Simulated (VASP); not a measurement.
Crystal: TlBr.

```xyz
2
Lattice="3.9462 0.0000 0.0000 0.0000 3.9462 0.0000 0.0000 0.0000 3.9462" Properties=species:S:1:pos:R:3 pbc="T T T"
Tl    0.0000    0.0000    0.0000
Br    1.9731    1.9731    1.9731
```

Base run:

| Item | Value |
| --- | --- |
| Program | VASP 6.6.1 |
| Functional | PBE |
| Potentials or basis | VASP PAW PBE potentials, release 64 (Tl_d, Br) |
| Cutoff | 500 eV |
| k mesh | 6 × 6 × 6 |
| Occupations | gaussian, width 0.01 eV |
| Spin | no spin polarisation |

Its results: band gap on the k mesh 1.79 eV; pressure 1.9 GPa.

Q: The run is repeated on the same cell with these changes: functional from PBE to r2SCAN; cutoff from 500 eV to 550 eV. What comes out?

A: Band gap on the k mesh 2.24 eV; pressure 1.0 GPa.

Caveats: spin-orbit coupling is left out, which moves the levels of the heavy elements; the PAW data sets were made with another functional, which shifts forces and pressure a little (at least some runs).

A k mesh can miss the band edges.
